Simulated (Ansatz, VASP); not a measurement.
**Two plane-wave programs on SnO2**

```
Sn O
1.0
     4.87645    0.00000    0.00000
     0.00000    4.87666    0.00000
     0.00000    0.00000    3.01926
Sn O
2 4
Direct
  0.50000 0.50000 0.50000
  0.00000 0.00000 0.00000
  0.30371 0.30376 0.00000
  0.80371 0.19624 0.50000
  0.19629 0.80376 0.50000
  0.69629 0.69624 0.00000
```

Alike in both runs: task single point; functional PBEsol; k mesh 6 × 6 × 8; occupations gaussian, width 0.02 eV; no spin polarisation.

|  | VASP | Ansatz |
| --- | --- | --- |
| version | VASP 6.6.1 | Ansatz 0.2.0 |
| potentials or method | VASP PAW PBE potentials, release 64 (Sn_d, O), cutoff 520 eV | scalar-relativistic, plane waves, PAW |
| valence electrons in the cell | 52 | 52 |

Ansatz gave:

| Property | Result |
| --- | --- |
| gap on the k mesh at the Fermi level (eV) | 1.31 |
| least direct gap on the mesh (eV) | 1.31 |
| pressure (GPa) | 7.0 |
| traceless stress, the component that is largest in VASP (GPa) | 14.08 |
| rms of the force components (eV/Å) | 0.000 |

Which values does VASP return?

gap on the k mesh at the Fermi level (eV): 1.30; least direct gap on the mesh (eV): 1.30; pressure (GPa): 7.8; traceless stress, the component that is largest in VASP (GPa): 14.38; rms of the force components (eV/Å): 0.017.

VASP's potentials were made for PBE, not for PBEsol. Atom by atom the forces differ by 0.017 eV/Å (rms over components).
